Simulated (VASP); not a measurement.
# I (P6_3/mmc) in VASP: further runs, part 2 of 2

VASP 6.6.1. Earlier steps stand in the parts before.

## 3. Relaxation of cell and atoms, PBEsol, target pressure 20 GPa, at which the enthalpy is minimised

Contents of INCAR:

```
SYSTEM = I
PREC = Accurate ; ENCUT = 600
EDIFF = 1E-7 ; ISMEAR = -1
SIGMA = 0.02 ; LREAL = .FALSE.
LASPH = .TRUE. ; NELM = 60
ALGO = Normal ; ISIF = 3
LWAVE = .FALSE. ; LCHARG = .FALSE.
GGA = PS ; IBRION = 2
NSW = 80 ; EDIFFG = -0.03
PSTRESS = 200.0
```

Contents of KPOINTS:

```
regular mesh
0
G
  7 7 4
  0 0 0
```

Contents of POSCAR:

```
I
1.0
    3.5900000000      0.0000000000      0.0000000000
   -1.7950000000      3.1090311996      0.0000000000
    0.0000000000      0.0000000000      5.8624700000
I
2
Direct
    0.3333333333      0.6666666667      0.2500000000
    0.6666666667      0.3333333333      0.7500000000
```

Potentials or basis: VASP PAW PBE potentials, release 64 (I).

Command:

```bash
$ cat potpaw_PBE.64/I/POTCAR > POTCAR
$ mpirun -np 1 vasp_std > vasp.out
```

It took 2.3 min on 1 thread of Intel Xeon 8259CL, shared host; peak memory 0.21 GiB.

It converged, with:

```yaml
Free_energy: -1.9459 eV
Relaxed_volume: 24.09 Å³/atom
Relaxed_cell: a = 3.215 Å, b = 3.215 Å, c = 5.381 Å, α = 90.00°, β = 90.00°, γ = 120.00°
Space_group_after_relaxing_to_0.1_Å: P6_3/mmc (No. 194)
Energy_change_on_relaxing_the_run_minimises_the_enthalpy: +372.2 meV/atom
Ionic_steps: 6
Pressure_after_relaxing: 20.1 GPa
Band_gap_on_the_k_mesh: zero (bands 7 and 8 overlap by 4.18 eV)
```

Stress tensor (GPa, compression positive):
```
20.18  0.00  0.00
 0.00 20.18  0.00
 0.00  0.00 19.98
```

The path:
```
step  energy change (eV)  largest force (eV/Å)  pressure (GPa)  volume (Å³)
   1              0.0000                0.0000           -0.58        65.43
   2              5.8842                0.0000          114.47        33.16
   3              0.5803                0.0000           16.72        49.65
   4              0.6831                0.0000           18.83        48.72
   5              0.7438                0.0000           20.04        48.22
   6              0.7445                0.0000           20.12        48.17
```

Final structure:
```
CELL_PARAMETERS angstrom
3.21523 0.00000 0.00000
-1.60762 2.78447 0.00000
0.00000 0.00000 5.38050
ATOMIC_POSITIONS crystal
I 0.33333 0.66667 0.25000
I 0.66667 0.33333 0.75000
```

Levels at points of the mesh, in eV from the Fermi level:
| k point | band 5 | band 6 | band 7 | band 8 | band 9 | band 10 |
| --- | --- | --- | --- | --- | --- | --- |
| (0.00, 0.00, 0.00) | 0.81 | 1.78 | 2.10 | 2.10 | 6.72 | 8.57 |
| (0.00, 0.00, 0.50) | 1.43 | 1.43 | 1.43 | 1.43 | 7.76 | 7.76 |

Caveat: the cell is relaxed towards a set pressure, so the run minimises the enthalpy, not the energy; the volume moved by over 15 % at a fixed basis, so the end points are rough; the PAW data sets were made with another functional, which shifts forces and pressure a little; spin-orbit coupling is left out, which moves the levels of the heavy elements.

## 4. Relaxation of cell and atoms, PBEsol, target pressure 40 GPa, at which the enthalpy is minimised

Contents of INCAR:

```
PREC = Accurate ; ENCUT = 600
EDIFF = 1E-6 ; ISMEAR = -1
SIGMA = 0.02 ; LREAL = F
LASPH = T ; NELM = 60
ALGO = Normal ; ISIF = 3
LWAVE = F ; LCHARG = F
GGA = PS ; IBRION = 2
NSW = 80 ; EDIFFG = -0.03
PSTRESS = 400.0
```

Contents of KPOINTS:

```
regular mesh
0
Gamma
  7 7 4
```

POSCAR is that of step 3.

Command:

```bash
$ cat potpaw_PBE.64/I/POTCAR > POTCAR
$ mpirun -np 1 vasp_std > vasp.out
```

Run time: 3.4 min. Hardware: 1 thread of Intel Xeon 8259CL, shared host; peak memory 0.23 GiB.

Results (log left out):

- Free energy: -0.8948 eV
- Relaxed volume: 21.19 Å³/atom
- Relaxed cell: a = 3.074 Å, b = 3.074 Å, c = 5.177 Å, α = 90.00°, β = 90.00°, γ = 120.00°
- Space group after relaxing (to 0.1 Å): P6_3/mmc (No. 194)
- Energy change on relaxing (the run minimises the enthalpy): +897.8 meV/atom
- Ionic steps: 14
- Pressure after relaxing: 40.0 GPa
- Band gap on the k mesh: zero (bands 7 and 8 overlap by 5.25 eV)

The path:
| step | energy change (eV) | largest force (eV/Å) | pressure (GPa) | volume (Å³) |
| --- | --- | --- | --- | --- |
| 1 | 0.0000 | 0.0000 | -0.58 | 65.43 |
| 2 | 69.9085 | 0.0000 | 1793.72 | 14.15 |
| 3 | 0.0709 | 0.0000 | 4.27 | 58.14 |
| 4 | 0.2861 | 0.0000 | 10.24 | 53.22 |
| 5 | 2.4661 | 0.0000 | 52.25 | 40.07 |
| 6 | 1.6648 | 0.0000 | 37.55 | 42.95 |
| 7 | 1.7910 | 0.0000 | 39.74 | 42.43 |
| 8 | 1.8913 | 0.0000 | 41.63 | 42.04 |
| 9 | 1.6058 | 0.0000 | 36.55 | 43.17 |
| 10 | 1.7311 | 0.0000 | 38.88 | 42.65 |
| 11 | 1.7759 | 0.0000 | 39.64 | 42.45 |
| 12 | 1.7706 | 0.0000 | 39.54 | 42.47 |
| 13 | 1.8397 | 0.0000 | 40.81 | 42.20 |
| 14 | 1.7956 | 0.0000 | 40.02 | 42.37 |

Final structure:
```
I
1.0
     3.07422    0.00000    0.00000
    -1.53711    2.66235    0.00000
     0.00000    0.00000    5.17729
I
2
Direct
  0.33333 0.66667 0.25000
  0.66667 0.33333 0.75000
```

Levels at points of the mesh, in eV from the Fermi level:
```tsv
k point	band 5	band 6	band 7	band 8	band 9	band 10
(0.00, 0.00, 0.00)	1.13	2.17	2.71	2.71	7.01	8.27
(0.00, 0.00, 0.50)	1.89	1.89	1.89	1.89	8.03	8.03
```

Caveat: the cell is relaxed towards a set pressure, so the run minimises the enthalpy, not the energy; the volume moved by over 15 % at a fixed basis, so the end points are rough; the PAW data sets were made with another functional, which shifts forces and pressure a little; spin-orbit coupling is left out, which moves the levels of the heavy elements.

## 5. Summary

```tsv
cell	gap on the mesh (eV)	pressure (GPa)
relaxed	none	0.1
relaxed to 20 GPa	none	20.1
relaxed to 40 GPa	none	40.0
```

Alike in all rows: task relaxation of cell and atoms; level PBEsol; potentials or basis VASP PAW PBE potentials, release 64 (I); no spin polarisation; k mesh 7 × 7 × 4; cutoff (eV) 600; smearing fermi-dirac 0.02 eV.

Caveats: the PAW data sets were made with another functional, which shifts forces and pressure a little; spin-orbit coupling is left out, which moves the levels of the heavy elements; the cell is relaxed towards a set pressure, so the run minimises the enthalpy, not the energy (at least some runs); the volume moved by over 15 % at a fixed basis, so the end points are rough (at least some runs); a cell axis changed by over 15 % at a fixed basis, so the end point is rough (at least some runs); this functional lacks dispersion, which binds the layers, so the pressure and a relaxed spacing across them are unreliable (at least some runs).

Total energies depend on the potentials used, so only differences within one code and one set of settings carry meaning.
